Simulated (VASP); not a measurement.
# CoNiO2 (P4/mmm) in VASP: notebook

Runs on CoNiO2. Level: PBEsol. Tasks: single point.

Everything below comes from runs of VASP 6.6.1. Logs are shortened: lines on timing, memory, paths and dates and some standing lists are left out, and cuts for length are marked.

### 1 The cell of the first run

The structure is tetragonal, space group P4/mmm (No. 123). The conventional cell has a = 3.014 Å, b = 3.014 Å, c = 4.222 Å, α = 90.00°, β = 90.00°, γ = 90.00°. Within 2.8 Å of Ni (site symmetry 4/mmm) lie 6 O at 2.11 to 2.13 Å. Within 2.8 Å of Co (site symmetry 4/mmm) lie 6 O at 2.11 to 2.13 Å. Within 2.8 Å of O (site symmetry 4/mmm) lie 2 Ni at 2.11 Å and 4 Co at 2.13 Å. O (site symmetry 4/mmm) has 2 Co at 2.11 Å and 4 Ni at 2.13 Å within 2.8 Å.

### 2 Single point, PBEsol, collinear spin, ferromagnetic start

INCAR reads:

```
SYSTEM = CoNiO2
PREC = Accurate ; ENCUT = 520
EDIFF = 1E-6 ; ISMEAR = -1
SIGMA = 0.05 ; LREAL = .False.
LASPH = .True. ; NELM = 150
ALGO = Normal ; ISIF = 2
LWAVE = .False. ; LCHARG = .True.
ISPIN = 2 ; MAGMOM = 0.266667 0.533333 0 0
LORBIT = 11 ; NUPDOWN = 0.8
LMAXMIX = 4 ; GGA = PS
LELF = .True. ; LVHAR = .True.
NBANDS = 28
```

KPOINTS reads:

```
regular mesh
0
Gamma
  7 7 5
  0 0 0
```

POSCAR reads:

```
CoNiO2
1.0
    3.0143330000      0.0000000000      0.0000000000
    0.0000000000      3.0143330000      0.0000000000
    0.0000000000      0.0000000000      4.2222850000
Ni Co O
1 1 2
Direct
    0.0000000000      0.0000000000      0.0000000000
    0.5000000000      0.5000000000      0.5000000000
    0.0000000000      0.0000000000      0.5000000000
    0.5000000000      0.5000000000      0.0000000000
```

Potentials or basis: VASP PAW PBE potentials, release 64 (Ni, Co, O).

On the command line:

```sh
$ cat potpaw_PBE.64/Ni/POTCAR potpaw_PBE.64/Co/POTCAR potpaw_PBE.64/O/POTCAR > POTCAR
$ mpirun -np 1 vasp_std > vasp.out
```

OUTCAR:

```text
SYSTEM = CoNiO2
   PREC = Accurate
   ENCUT = 520
   EDIFF = 1E-6
   ISMEAR = -1
   LREAL = .False.
   LASPH = .True.
   NELM = 150
   ISIF = 2
   ISPIN = 2
   LORBIT = 11
   NUPDOWN = 0.8
   GGA = PS

 ion  position               nearest neighbor table
   1  0.000  0.000  0.000-   3 2.11   3 2.11   4 2.13   4 2.13   4 2.13   4 2.13   2 3.00   2 3.00
                             2 3.00   2 3.00   2 3.00   2 3.00   2 3.00   2 3.00
   2  0.500  0.500  0.500-   4 2.11   4 2.11   3 2.13   3 2.13   3 2.13   3 2.13   1 3.00   1 3.00
                             1 3.00   1 3.00   1 3.00   1 3.00   1 3.00   1 3.00
   3  0.000  0.000  0.500-   1 2.11   1 2.11   2 2.13   2 2.13   2 2.13   2 2.13
   4  0.500  0.500  0.000-   2 2.11   2 2.11   1 2.13   1 2.13   1 2.13   1 2.13

  LATTYP: Found a simple tetragonal cell.
 ALAT       =     3.0143330000
 C/A-ratio  =     1.4007360832

  Lattice vectors:

 A1 = (   3.0143330000,   0.0000000000,   0.0000000000)
 A2 = (   0.0000000000,   3.0143330000,   0.0000000000)
 A3 = (   0.0000000000,   0.0000000000,   4.2222850000)

Analysis of symmetry for initial positions (statically):
=====================================================================
 Subroutine PRICEL returns:
 Original cell was already a primitive cell.

 Routine SETGRP: Setting up the symmetry group for a
 simple tetragonal supercell.

 Subroutine GETGRP returns: Found 16 space group operations
 (whereof 16 operations were pure point group operations)
 out of a pool of 16 trial point group operations.

The static configuration has the point symmetry D_4h.

Analysis of symmetry for dynamics (positions and initial velocities):
=====================================================================
 Subroutine PRICEL returns:
 Original cell was already a primitive cell.

 Routine SETGRP: Setting up the symmetry group for a
 simple tetragonal supercell.

 Subroutine GETGRP returns: Found 16 space group operations
 (whereof 16 operations were pure point group operations)
 out of a pool of 16 trial point group operations.

The dynamic configuration has the point symmetry D_4h.

Analysis of structural, dynamic, and magnetic symmetry:
=====================================================================
 Subroutine PRICEL returns:
 Original cell was already a primitive cell.

 Routine SETGRP: Setting up the symmetry group for a
 simple tetragonal supercell.

 Subroutine GETGRP returns: Found 16 space group operations
 (whereof 16 operations were pure point group operations)
 out of a pool of 16 trial point group operations.

The overall configuration has the point symmetry D_4h.

 Subroutine INISYM returns: Found 16 space group operations
 (whereof 16 operations are pure point group operations),
 and found     1 'primitive' translations

[... 131 lines left out ...]
  volume of cell :       38.36
 maximum number of plane-waves:      1055
 NGX is ok and might be reduce to    24
   NGX = 11   NGY = 11   NGZ = 15

 number of electron      30.9999976 magnetization       0.8000000

 Free energy of the ion-electron system (eV)
  ---------------------------------------------------
  ext. energy  EPLUGINS =         0.00000000
  ---------------------------------------------------
  free energy    TOTEN  =       -26.18163612 eV

  energy without entropy =      -26.13020200  energy(sigma->0) =      -26.15591906

 E-fermi :   7.4838     XC(G=0): -12.6713

 val. band max:        7.4755925525   @ k =   0.4286   0.1429   0.0000
 cond. band min:       7.3747105865   @ k =   0.2857   0.1429   0.0000
 fundamental gap:     -0.1008819660
 Fermi energy:         7.3681336736

 spin component 1

 k-point     1 :       0.0000    0.0000    0.0000
  band No.  band energies     occupation
      1     -12.4523      1.00000
      2     -11.0755      1.00000
      3       0.8449      1.00000
      4       3.3209      1.00000
      5       3.3209      1.00000
      6       3.9366      1.00000
[... 709 lines left out ...]
     26      21.3843      0.00000
     27      27.8883      0.00000

 [... further k-points ...]

 spin component 2

 k-point     1 :       0.0000    0.0000    0.0000
  band No.  band energies     occupation
      1     -12.4741      1.00000
      2     -11.1252      1.00000
      3       0.8262      1.00000
      4       3.3104      1.00000
      5       3.3104      1.00000
      6       4.3444      1.00000
[... 709 lines left out ...]
     26      21.6433      0.00000
     27      27.9187      0.00000

 [... further k-points ...]

 [bands above 27 left out]

------------------------ aborting loop because EDIFF is reached ----------------------------------------

  FORCE on cell =-STRESS in cart. coord.  units (eV):
  Direction    XX          YY          ZZ          XY          YZ          ZX
  --------------------------------------------------------------------------------------
  -------------------------------------------------------------------------------------
  Total       -3.4518710     -3.4518710     -2.7857368      0.0000000      0.0000000      0.0000000
  in kB     -144.1568027   -144.1568027   -116.3377489      0.0000000      0.0000000      0.0000000
  external PRESSURE =    -134.8837848 kB  Pullay stress =       0.0000000 kB

 VOLUME and BASIS-vectors are now :
 -----------------------------------------------------------------------------
  energy-cutoff  :      520.00
  volume of cell :       38.36
      direct lattice vectors                 reciprocal lattice vectors
     3.014333000  0.000000000  0.000000000     0.331748350  0.000000000  0.000000000
     0.000000000  3.014333000  0.000000000     0.000000000  0.331748350  0.000000000
     0.000000000  0.000000000  4.222285000     0.000000000  0.000000000  0.236838584

 POSITION                                       TOTAL-FORCE (eV/Angst)
 -----------------------------------------------------------------------------------
      0.00000      0.00000      0.00000         0.000000      0.000000      0.000000
      1.50717      1.50717      2.11114         0.000000      0.000000      0.000000
      0.00000      0.00000      2.11114         0.000000      0.000000      0.000000
      1.50717      1.50717      0.00000         0.000000      0.000000      0.000000
 -----------------------------------------------------------------------------------
    total drift:                                0.000000     -0.000000     -0.000000

  FREE ENERGIE OF THE ION-ELECTRON SYSTEM (eV)
  ---------------------------------------------------
  free  energy   TOTEN  =       -26.1816361179 eV

  energy  without entropy=      -26.1302020013  energy(sigma->0) =      -26.15591906

 total charge

# of ion       s       p       d       tot
------------------------------------------
    1        0.318   0.370   8.249   8.936
    2        0.298   0.360   7.166   7.824
    3        1.554   3.379   0.000   4.933
    4        1.554   3.370   0.000   4.924
--------------------------------------------------
tot          3.724   7.479  15.415  26.617

 magnetization (x)

# of ion       s       p       d       tot
------------------------------------------
    1       -0.012  -0.017  -1.353  -1.383
    2        0.023   0.022   2.193   2.238
    3        0.011   0.048   0.000   0.058
    4       -0.007  -0.111   0.000  -0.118
--------------------------------------------------
tot          0.014  -0.059   0.840   0.795
```

OSZICAR:

```text
N       E                     dE             d eps       ncg     rms          rms(c)
DAV:   1     0.244695333920E+03    0.24470E+03   -0.13784E+04  3496   0.137E+03
[... 40 lines left out ...]
DAV:  42    -0.261817290315E+02    0.44017E-04   -0.10349E-04  3956   0.794E-02    0.150E-01
DAV:  43    -0.261817104071E+02    0.18624E-04   -0.54565E-05  4260   0.100E-01    0.149E-01
DAV:  44    -0.261816579459E+02    0.52461E-04   -0.23988E-04  4432   0.174E-01    0.778E-02
DAV:  45    -0.261816370129E+02    0.20933E-04   -0.61166E-05  3708   0.579E-02    0.355E-02
DAV:  46    -0.261816345277E+02    0.24852E-05   -0.13961E-05  4008   0.312E-02    0.234E-02
DAV:  47    -0.261816367450E+02   -0.22174E-05   -0.64540E-06  2828   0.313E-02    0.122E-02
DAV:  48    -0.261816361179E+02    0.62709E-06   -0.18385E-06  1740   0.169E-02
   1 F= -.26181636E+02 E0= -.26155919E+02  d E =-.514341E-01  mag=     0.8000
```

It took 5.1 min on 1 thread of AMD EPYC 7R13, shared host; peak memory 0.17 GiB.

What came out:

| Quantity | Value |
| --- | --- |
| Free energy | -26.1816 eV |
| Pressure | -13.5 GPa |
| Net moment | 0.80 μB per cell |
| Site moments | Ni -1.38; Co +2.24; O +0.06, -0.12 μB |
| Valence electrons inside the program's atomic spheres | Ni 8.94; Co 7.82; O 4.93, 4.92 |

Caveat: the PAW data sets were made with another functional, which shifts forces and pressure a little; the total moment is fixed, so each spin has its own Fermi level.

### 3 Single point, PBEsol, collinear spin, ferromagnetic start

INCAR reads:

```
SYSTEM = CoNiO2
PREC = Accurate
ENCUT = 520
EDIFF = 1E-6
ISMEAR = -1
SIGMA = 0.05
LREAL = .False.
LASPH = .True.
NELM = 150
ALGO = Normal
ISIF = 2
LWAVE = .False.
LCHARG = .False.
ISPIN = 2
MAGMOM = 0.5 1 0 0
LORBIT = 11
NUPDOWN = 1.5
LMAXMIX = 4
GGA = PS
NBANDS = 28
```

KPOINTS is that of step 2.

POSCAR is that of step 2.

Potentials or basis: VASP PAW PBE potentials, release 64 (Ni, Co, O).

On the command line:

```sh
$ cat potpaw_PBE.64/Ni/POTCAR potpaw_PBE.64/Co/POTCAR potpaw_PBE.64/O/POTCAR > POTCAR
$ mpirun -np 1 vasp_std > vasp.out
```

Run time: 3.8 min. Hardware: 1 thread of AMD EPYC 7R13, shared host; peak memory 0.17 GiB.

It converged, with:

| Item | Value |
| --- | --- |
| Free energy | -26.1922 eV |
| Pressure | -14.6 GPa |
| Net moment | 1.50 μB per cell |
| Site moments | Ni -0.97; Co +2.35; O +0.12, -0.03 μB |
| Valence electrons inside the program's atomic spheres | Ni 8.98; Co 7.81; O 4.93, 4.91 |

Stress tensor (GPa, compression positive):
```
-15.20   0.00   0.00
  0.00 -15.20   0.00
  0.00   0.00 -13.26
```

Caveat: the PAW data sets were made with another functional, which shifts forces and pressure a little; the total moment is fixed, so each spin has its own Fermi level.

### 4 Single point, PBEsol, collinear spin, ferromagnetic start

INCAR reads:

```
SYSTEM = CoNiO2
PREC     = Accurate       ! precision mode
ENCUT    = 520            ! plane-wave cutoff, eV
EDIFF    = 1E-6           ! SCF threshold, eV
ISMEAR   = -1             ! smearing method
SIGMA    = 0.05           ! smearing width, eV
LREAL    = .FALSE.        ! projectors in reciprocal space
LASPH    = .TRUE.         ! aspherical terms in the spheres
NELM     = 150            ! most SCF steps
ALGO     = Normal         ! electronic algorithm
ISIF     = 2              ! what is computed and relaxed
LWAVE    = .FALSE.        ! write WAVECAR
LCHARG   = .FALSE.        ! write CHGCAR
ISPIN    = 2              ! spin polarisation
MAGMOM   = 0.733333 1.46667 0 0 ! initial moments
LORBIT   = 11             ! projections on sites
NUPDOWN  = 2.2            ! fixed moment
LMAXMIX  = 4              ! l up to which the mixer works
GGA      = PS             ! functional
NBANDS   = 28             ! bands
```

KPOINTS reads:

```
regular mesh
0
G
  7 7 5
  0 0 0
```

POSCAR is that of step 3.

Potentials or basis: VASP PAW PBE potentials, release 64 (Ni, Co, O).

On the command line:

```sh
$ cat potpaw_PBE.64/Ni/POTCAR potpaw_PBE.64/Co/POTCAR potpaw_PBE.64/O/POTCAR > POTCAR
$ mpirun -np 1 vasp_std > vasp.out
```

OUTCAR:

```text
SYSTEM = CoNiO2
   PREC = Accurate
   ENCUT = 520
   EDIFF = 1E-6
   ISMEAR = -1
   LREAL = .FALSE.
   LASPH = .TRUE.
   NELM = 150
   ISIF = 2
   ISPIN = 2
   LORBIT = 11
   NUPDOWN = 2.2
   GGA = PS

 ion  position               nearest neighbor table
   1  0.000  0.000  0.000-   3 2.11   3 2.11   4 2.13   4 2.13   4 2.13   4 2.13   2 3.00   2 3.00
                             2 3.00   2 3.00   2 3.00   2 3.00   2 3.00   2 3.00
   2  0.500  0.500  0.500-   4 2.11   4 2.11   3 2.13   3 2.13   3 2.13   3 2.13   1 3.00   1 3.00
                             1 3.00   1 3.00   1 3.00   1 3.00   1 3.00   1 3.00
   3  0.000  0.000  0.500-   1 2.11   1 2.11   2 2.13   2 2.13   2 2.13   2 2.13
   4  0.500  0.500  0.000-   2 2.11   2 2.11   1 2.13   1 2.13   1 2.13   1 2.13

  LATTYP: Found a simple tetragonal cell.
 ALAT       =     3.0143330000
 C/A-ratio  =     1.4007360832

  Lattice vectors:

 A1 = (   3.0143330000,   0.0000000000,   0.0000000000)
 A2 = (   0.0000000000,   3.0143330000,   0.0000000000)
 A3 = (   0.0000000000,   0.0000000000,   4.2222850000)

Analysis of symmetry for initial positions (statically):
[... 1651 lines left out ...]
  Direction    XX          YY          ZZ          XY          YZ          ZX
  --------------------------------------------------------------------------------------
  -------------------------------------------------------------------------------------
  Total       -3.8485653     -3.8485653     -3.4565117      0.0000000      0.0000000      0.0000000
  in kB     -160.7235203   -160.7235203   -144.3506065      0.0000000      0.0000000      0.0000000
  external PRESSURE =    -155.2658824 kB  Pullay stress =       0.0000000 kB

 VOLUME and BASIS-vectors are now :
 -----------------------------------------------------------------------------
  energy-cutoff  :      520.00
  volume of cell :       38.36
      direct lattice vectors                 reciprocal lattice vectors
     3.014333000  0.000000000  0.000000000     0.331748350  0.000000000  0.000000000
     0.000000000  3.014333000  0.000000000     0.000000000  0.331748350  0.000000000
     0.000000000  0.000000000  4.222285000     0.000000000  0.000000000  0.236838584

 POSITION                                       TOTAL-FORCE (eV/Angst)
 -----------------------------------------------------------------------------------
      0.00000      0.00000      0.00000         0.000000      0.000000      0.000000
      1.50717      1.50717      2.11114         0.000000      0.000000      0.000000
      0.00000      0.00000      2.11114         0.000000      0.000000      0.000000
      1.50717      1.50717      0.00000         0.000000      0.000000      0.000000
 -----------------------------------------------------------------------------------
    total drift:                                0.000000     -0.000000     -0.000000

  FREE ENERGIE OF THE ION-ELECTRON SYSTEM (eV)
  ---------------------------------------------------
  free  energy   TOTEN  =       -26.1835580738 eV

  energy  without entropy=      -26.1221879758  energy(sigma->0) =      -26.15287302

 total charge

# of ion       s       p       d       tot
------------------------------------------
    1        0.313   0.359   8.327   9.000
    2        0.298   0.360   7.149   7.807
    3        1.557   3.367   0.000   4.924
    4        1.563   3.340   0.000   4.903
--------------------------------------------------
tot          3.731   7.426  15.477  26.634

 magnetization (x)

# of ion       s       p       d       tot
------------------------------------------
    1       -0.008  -0.008  -0.442  -0.458
    2        0.021   0.020   2.367   2.408
    3        0.017   0.151   0.000   0.168
    4        0.005   0.038   0.000   0.043
--------------------------------------------------
tot          0.034   0.202   1.925   2.161
```

stdout:

```text
POSCAR found type information on POSCAR NiCoO
 POSCAR found :  3 types and       4 ions
 scaLAPACK will be used
 -----------------------------------------------------------------------------
|                                                                             |
|                                                                             |
|     You enforced a specific xc type in the INCAR file but a different       |
|     I HOPE YOU KNOW WHAT YOU ARE DOING!                                     |
|                                                                             |
 -----------------------------------------------------------------------------

 LDA part: xc-table for (Slater+PW92), standard interpolation
 POSCAR, INCAR and KPOINTS ok, starting setup
 FFT: planning ... GRIDC
 FFT: planning ... GRID_SOFT
 FFT: planning ... GRID
 WAVECAR not read
 entering main loop
```

Wall time 13 min (1 thread of AMD EPYC 7R13, shared host); peak memory 0.17 GiB.

What came out:

```
Free energy                                           : -26.1836 eV
Pressure                                              : -15.5 GPa
Net moment                                            : 2.20 μB per cell
Site moments                                          : Ni -0.46; Co +2.41; O +0.17, +0.04 μB
Valence electrons inside the program's atomic spheres : Ni 9.00; Co 7.81; O 4.92, 4.90
```

Caveat: the PAW data sets were made with another functional, which shifts forces and pressure a little; the total moment is fixed, so each spin has its own Fermi level.

### 5 Summary

```csv
fixed moment (μB),pressure (GPa),moment (μB)
0.8,-13.5,0.80
1.5,-14.6,1.50
2.2,-15.5,2.20
```

Alike in all rows: task single point; level PBEsol; potentials or basis VASP PAW PBE potentials, release 64 (Ni, Co, O); spin collinear, ferromagnetic start; cell as given; k mesh 7 × 7 × 5; cutoff (eV) 520; smearing fermi-dirac 0.05 eV.

Caveats: the PAW data sets were made with another functional, which shifts forces and pressure a little; the total moment is fixed, so each spin has its own Fermi level.

Absolute energies hang on the potentials; compare differences alone.
